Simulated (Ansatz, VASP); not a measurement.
# HgTe: VASP beside Ansatz

```xyz
2
Lattice="0.0000 3.1964 3.1964 3.1964 0.0000 3.1964 3.1964 3.1964 0.0000" Properties=species:S:1:pos:R:3 pbc="T T T"
Hg    0.0000    0.0000    0.0000
Te    4.7946    4.7946    4.7946
```

Change from the starting cell: volume scaled by 0.975.

Alike in both runs: task single point; functional LDA; k mesh 11 × 11 × 11; occupations fermi-dirac, width 0.03 eV; no spin polarisation.

|  | VASP | Ansatz |
| --- | --- | --- |
| version | VASP 6.6.1 | Ansatz 0.2.0 |
| potentials or method | VASP PAW LDA potentials, release 64 (Hg, Te), cutoff 520 eV | all-electron LAPW, scalar-relativistic |

```tsv
	VASP	Ansatz	Ansatz less VASP
pressure (GPa)	1.3	1.0	-0.28
```

LDA's correlation is that of Perdew and Zunger in VASP and of Perdew and Wang (1992) in Ansatz. Ansatz ran all-electron here, and VASP with PAW potentials.

Neither program's run includes spin-orbit coupling.
